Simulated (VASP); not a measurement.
# AlN (F-43m) in VASP: further runs, part 2 of 2

VASP 6.6.1. The steps go on from the part before.

## (3) Single point, r2SCAN

This run uses another cell than the first one, of 10.11 Å³/atom, 0.987 times its volume.

Contents of POSCAR:

```
AlN
1.0
    0.0000000000      2.1621818156      2.1621818156
    2.1621818156      0.0000000000      2.1621818156
    2.1621818156      2.1621818156      0.0000000000
Al N
1 1
Direct
    0.0000000000      0.0000000000      0.0000000000
    0.2500000000      0.2500000000      0.2500000000
```

Contents of INCAR.step1:

```
SYSTEM = AlN
  PREC = Accurate
  ENCUT = 520
  ISMEAR = 0
  SIGMA = 0.01
  LREAL = .False.
  LASPH = .True.
  NELM = 60
  NBANDS = 11
  GGA = PE
  ALGO = Normal
  EDIFF = 1E-4
  LWAVE = .True.
  LCHARG = .False.
```

Contents of INCAR.step2:

```
SYSTEM = AlN
  PREC = Accurate
  ENCUT = 520
  EDIFF = 1E-7
  ISMEAR = 0
  SIGMA = 0.01
  LREAL = .False.
  LASPH = .True.
  NELM = 60
  ALGO = Normal
  ISIF = 2
  LWAVE = .False.
  LCHARG = .False.
  METAGGA = R2SCAN
  LMIXTAU = .True.
  NBANDS = 11
  ISTART = 1
```

Contents of KPOINTS:

```
regular mesh
0
Gamma
  8 8 8
  0 0 0
```

Potentials or basis: VASP PAW PBE potentials, release 64 (Al, N).

Started as:

```sh
> cat potpaw_PBE.64/Al/POTCAR potpaw_PBE.64/N/POTCAR > POTCAR
> cp INCAR.step1 INCAR
> mpirun -np 1 vasp_std > vasp.out
> cp INCAR.step2 INCAR
> mpirun -np 1 vasp_std > vasp.out
```

OUTCAR:

```text
SYSTEM = AlN
   PREC = Accurate
   ENCUT = 520
   EDIFF = 1E-7
   ISMEAR = 0
   LREAL = .False.
   LASPH = .True.
   NELM = 60
   ISIF = 2
   METAGGA = R2SCAN
   ISTART = 1

 ion  position               nearest neighbor table
   1  0.000  0.000  0.000-   2 1.87   2 1.87   2 1.87   2 1.87
   2  0.250  0.250  0.250-   1 1.87   1 1.87   1 1.87   1 1.87

  LATTYP: Found a face centered cubic cell.
 ALAT       =     4.3243636312

  Lattice vectors:

 A1 = (   0.0000000000,   2.1621818156,   2.1621818156)
 A2 = (   2.1621818156,   0.0000000000,   2.1621818156)
 A3 = (   2.1621818156,   2.1621818156,   0.0000000000)

Analysis of symmetry for initial positions (statically):
=====================================================================
 Subroutine PRICEL returns:
 Original cell was already a primitive cell.

 Routine SETGRP: Setting up the symmetry group for a
 face centered cubic supercell.

 Subroutine GETGRP returns: Found 24 space group operations
 (whereof 24 operations were pure point group operations)
 out of a pool of 48 trial point group operations.

The static configuration has the point symmetry T_d .

Analysis of symmetry for dynamics (positions and initial velocities):
=====================================================================
 Subroutine PRICEL returns:
 Original cell was already a primitive cell.

 Routine SETGRP: Setting up the symmetry group for a
 face centered cubic supercell.

 Subroutine GETGRP returns: Found 24 space group operations
 (whereof 24 operations were pure point group operations)
 out of a pool of 48 trial point group operations.

The dynamic configuration has the point symmetry T_d .

 Subroutine INISYM returns: Found 24 space group operations
 (whereof 24 operations are pure point group operations),
 and found     1 'primitive' translations

----------------------------------------------------------------------------------------

                                     Primitive cell

  volume of cell :      20.2165

  direct lattice vectors                    reciprocal lattice vectors
     0.000000000  2.162181816  2.162181816    -0.231247898  0.231247898  0.231247898
     2.162181816  0.000000000  2.162181816     0.231247898 -0.231247898  0.231247898
     2.162181816  2.162181816  0.000000000     0.231247898  0.231247898 -0.231247898

  length of vectors
     3.057786848  3.057786848  3.057786848     0.400533109  0.400533109  0.400533109

  position of ions in fractional coordinates (direct lattice)
     0.000000000  0.000000000  0.000000000
     0.250000000  0.250000000  0.250000000

  ion indices of the primitive-cell ions
   primitive index   ion index
                 1           1
                 2           2

----------------------------------------------------------------------------------------

 KPOINTS: regular mesh

Automatic generation of k-mesh.
 Grid dimensions read from file:
 generate k-points for:    8    8    8

 Generating k-lattice:

  Cartesian coordinates                     Fractional coordinates (reciprocal lattice)
    -0.028905987  0.028905987  0.028905987     0.125000000  0.000000000  0.000000000
     0.028905987 -0.028905987  0.028905987     0.000000000  0.125000000  0.000000000
     0.028905987  0.028905987 -0.028905987     0.000000000  0.000000000  0.125000000

  Length of vectors
     0.050066639  0.050066639  0.050066639

  Shift w.r.t. Gamma in fractional coordinates (k-lattice)
     0.000000000  0.000000000  0.000000000

 Subroutine IBZKPT returns following result:
 ===========================================

 Found     29 irreducible k-points:

 Following reciprocal coordinates:
            Coordinates               Weight
  0.000000  0.000000  0.000000      1.000000
  0.125000  0.000000  0.000000      8.000000
  0.250000  0.000000  0.000000      8.000000
  0.375000  0.000000  0.000000      8.000000
  0.500000  0.000000  0.000000      4.000000
  0.125000  0.125000  0.000000      6.000000
[... 16 lines left out ...]
  0.500000  0.250000  0.125000     48.000000
 -0.375000  0.250000  0.125000     24.000000
 [... further k-points ...]
   k-points           NKPTS =     29   k-points in BZ     NKDIM =     29   number of bands    NBANDS=     11
   number of dos      NEDOS =    301   number of ions     NIONS =      2
   total plane-waves  NPLWV =  13824
   dimension x,y,z NGX =    24 NGY =   24 NGZ =   24
   dimension x,y,z NGXF=    48 NGYF=   48 NGZF=   48
   ions per type =               1   1
   NGX,Y,Z   is equivalent  to a cutoff of  13.05, 13.05, 13.05 a.u.
   NGXF,Y,Z  is equivalent  to a cutoff of  26.10, 26.10, 26.10 a.u.
 SYSTEM =  AlN
   PREC   = accura    normal or accurate (medium, high low for compatibility)
   ISTART =      1    job   : 0-new  1-cont  2-samecut
   ICHARG =      0    charge: 1-file 2-atom 10-const
   ISPIN  =      1    spin polarized calculation?
   LNONCOLLINEAR =      F non collinear calculations
   LSORBIT =      F    spin-orbit coupling
   LASPH  =      T    aspherical Exc in radial PAW
   ENCUT  =  520.0 eV  38.22 Ry    6.18 a.u.   5.69  5.69  5.69*2*pi/ulx,y,z
   NELM   =     60;   NELMIN=  2; NELMDL=  0     # of ELM steps
   EDIFF  = 0.1E-06   stopping-criterion for ELM
   LREAL  =      F    real-space projection
   EDIFFG = 0.1E-05   stopping-criterion for IOM
   NSW    =      0    number of steps for IOM
   IBRION =     -1    ionic relax: 0-MD 1-quasi-New 2-CG
   NFREE  =      0    steps in history (QN), initial steepest desc. (CG)
   ISIF   =      2    stress and relaxation
   ISYM   =      2    0-nonsym 1-usesym 2-fastsym
   POTIM  = 0.5000    time-step for ionic-motion
   TEBEG  =    0.0;   TEEND  =   0.0 temperature during run
   PSTRESS=    0.0 pullay stress
   NELECT =       8.0000    total number of electrons
   NUPDOWN=      -1.0000    fix difference up-down
   EMIN   =  10.00;   EMAX   =-10.00  energy-range for DOS
   EFERMI =   0.00;   METHOD = LEGACY
   ISMEAR =     0;   SIGMA  =   0.01  broadening in eV -4-tet -1-fermi 0-gaus
   EFERMI_NEDOS =   21; number of points for ismear=-14 and -15
   IALGO  =     38    algorithm
   IMIX   =      4    mixing-type and parameters
     AMIX     =   0.40;   BMIX     =  1.00
     AMIX_MAG =   1.60;   BMIX_MAG =  1.00
  volume/ion in A,a.u.               =      10.11        68.21
  Fermi-wavevector in a.u.,A,eV,Ry     =   1.201903  2.271267 19.654567  1.444570
  Thomas-Fermi vector in A             =   2.337699
   LORBIT       =      0    0 simple, 1 ext, 2 COOP (PROOUT), +10 PAW based schemes
   METAGGA = R2SCAN    functional components
   LHFCALC =     F    Hartree Fock is set to
   AEXX    =    0.0000 exact exchange contribution
   IVDW    =     0    specifies the selected vdW correction
   LEPSILON=     F    determine dielectric tensor
   LRPA    =     F    only Hartree local field effects (RPA)
 non-spin polarized calculation
 Gauss-broadening in eV      SIGMA  =   0.01
  energy-cutoff  :      520.00
  volume of cell :       20.22
 maximum number of plane-waves:       560
   NGX = 11   NGY = 11   NGZ = 11

 number of electron       7.9999999 magnetization

 Free energy of the ion-electron system (eV)
  ---------------------------------------------------
  ext. energy  EPLUGINS =         0.00000000
  ---------------------------------------------------
  free energy    TOTEN  =       -19.16664708 eV

  energy without entropy =      -19.16664708  energy(sigma->0) =      -19.16664708

 E-fermi :   6.1078     XC(G=0): -11.5556

 val. band max:        5.9771654539   @ k =   0.0000   0.0000   0.0000
 cond. band min:       9.9352040994   @ k =   0.5000   0.5000   0.0000
 fundamental gap:      3.9580386455
 Fermi energy:         6.1077867757

 k-point     1 :       0.0000    0.0000    0.0000
  band No.  band energies     occupation
      1      -9.9414      2.00000
      2       5.9772      2.00000
      3       5.9772      2.00000
      4       5.9772      2.00000
      5      11.1544      0.00000
      6      19.8116      0.00000
      7      19.8116      0.00000
      8      19.8116      0.00000
      9      24.7632      0.00000
     10      24.7632      0.00000
     11      26.5444      0.00000
[... 309 lines left out ...]
 k-point    24 :      -0.3750    0.2500    0.1250
  band No.  band energies     occupation
      1      -7.5082      2.00000
      2       0.6980      2.00000
      3       3.7024      2.00000
      4       4.8358      2.00000
      5      13.9268      0.00000
      6      16.3819      0.00000
      7      19.4549      0.00000
      8      19.9210      0.00000
      9      24.7381      0.00000
     10      26.2914      0.00000
     11      29.8294      0.00000

 [... further k-points ...]
[... 5 lines left out ...]
  --------------------------------------------------------------------------------------
  -------------------------------------------------------------------------------------
  Total        0.8366818      0.8366818      0.8366818      0.0000000     -0.0000000      0.0000000
  in kB       66.3077475     66.3077475     66.3077475      0.0000000     -0.0000000      0.0000000
  external PRESSURE =      66.3077475 kB  Pullay stress =       0.0000000 kB

 VOLUME and BASIS-vectors are now :
 -----------------------------------------------------------------------------
  energy-cutoff  :      520.00
  volume of cell :       20.22
      direct lattice vectors                 reciprocal lattice vectors
     0.000000000  2.162181816  2.162181816    -0.231247898  0.231247898  0.231247898
     2.162181816  0.000000000  2.162181816     0.231247898 -0.231247898  0.231247898
     2.162181816  2.162181816  0.000000000     0.231247898  0.231247898 -0.231247898

 POSITION                                       TOTAL-FORCE (eV/Angst)
 -----------------------------------------------------------------------------------
      0.00000      0.00000      0.00000         0.000000      0.000000      0.000000
      1.08109      1.08109      1.08109        -0.000000     -0.000000     -0.000000
 -----------------------------------------------------------------------------------
    total drift:                               -0.000001     -0.000001     -0.000001

  FREE ENERGIE OF THE ION-ELECTRON SYSTEM (eV)
  ---------------------------------------------------
  free  energy   TOTEN  =       -19.1666470825 eV

  energy  without entropy=      -19.1666470825  energy(sigma->0) =      -19.16664708
```

Wall time 36 s (1 thread of AMD EPYC 7R43 (Zen 3), shared host); peak memory 0.1 GiB.

Results:

* Free energy: -19.1666 eV
* Pressure: 6.6 GPa
* Band gap on the k mesh: 3.96 eV, indirect (least direct gap 5.18 eV)

Levels at points of the mesh, in eV from the valence-band top:
| k point | band 1 | band 2 | band 3 | band 4 | band 5 | band 6 | band 7 | band 8 |
| --- | --- | --- | --- | --- | --- | --- | --- | --- |
| (0.00, 0.00, 0.00) | -15.92 | 0.00 | 0.00 | 0.00 | 5.18 | 13.83 | 13.83 | 13.83 |
| (0.50, 0.00, 0.00) | -13.82 | -6.02 | -0.49 | -0.49 | 8.50 | 11.05 | 12.14 | 12.14 |
| (0.50, 0.50, 0.00) | -13.16 | -5.05 | -1.84 | -1.84 | 3.96 | 9.67 | 15.65 | 17.35 |

Caveat: the PAW data sets were made with another functional, which shifts forces and pressure a little. A k mesh can miss the band edges.
